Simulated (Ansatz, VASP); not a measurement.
**TiGe in VASP and in Ansatz**

The input INCAR:

```
SYSTEM = TiGe
  PREC = Accurate
  ENCUT = 600
  EDIFF = 1E-6
  ISMEAR = 0
  SIGMA = 0.1
  LREAL = .FALSE.
  LASPH = .TRUE.
  NELM = 60
  ALGO = Normal
  ISIF = 3
  LWAVE = .FALSE.
  LCHARG = .FALSE.
  GGA = PE
  IBRION = 2
  NSW = 90
  EDIFFG = -0.04
```

File KPOINTS:

```
Automatic mesh
0
G
  6 6 6
  0 0 0
```

The input POSCAR:

```
TiGe
1.0
    0.0000000000      3.2252880866      3.2252880866
    3.2252880866      0.0000000000      3.2252880866
    3.2252880866      3.2252880866      0.0000000000
Ti Ge
2 2
Direct
    0.2500000000      0.2500000000      0.2500000000
    0.0000000000      0.0000000000      0.0000000000
    0.7500000000      0.7500000000      0.7500000000
    0.5000000000      0.5000000000      0.5000000000
```

Input for Ansatz:

```yaml
crystal:
  lattice:
    - [0.0, 3.2252880866, 3.2252880866]
    - [3.2252880866, 0.0, 3.2252880866]
    - [3.2252880866, 3.2252880866, 0.0]
  atoms:
    - { symbol: Ti, position: [0.25, 0.25, 0.25] }
    - { symbol: Ti, position: [0.0, 0.0, 0.0] }
    - { symbol: Ge, position: [0.75, 0.75, 0.75] }
    - { symbol: Ge, position: [0.5, 0.5, 0.5] }
basis:
  ecutwfc: 420
kpoints:
  mp_grid: { grid: [6, 6, 6] }
hamiltonian:
  xc: pbe
scf:
  occupations: { method: gaussian, width: 0.1 }
  lower_state_search: "off"
output:
  forces: true
  stress: true
  eigenvalues: true
relax:
  adjacent_minimum: "off"
  f_tol: 0.04
  max_steps: 70
  cell: { stress_tol: 0.4 }
```

Alike in both runs: task relaxation of cell and atoms; functional PBE; k mesh 6 × 6 × 6; occupations gaussian, width 0.1 eV; no spin polarisation.

```csv
,VASP,Ansatz
version,VASP 6.6.1,Ansatz 0.2.0
potentials or method,"VASP PAW PBE potentials, release 64 (Ti_sv, Ge_d), cutoff 600 eV","scalar-relativistic, plane waves, PAW"
valence electrons in the cell,52,52
```

```tsv
	VASP	Ansatz	Ansatz less VASP
gap on the k mesh at the Fermi level, each at its own relaxed structure (eV)	none	none	-
relaxed volume (Å³/atom)	16.78	16.78	0.000
relaxed length of the cell vector where the two differ most in proportion (Å)	4.561	4.561	0.0000
```

A gap of «none» marks a metal or a gap that the smearing closes.

Noted on VASP's run: the relaxation stopped at its first step, so nothing moved.
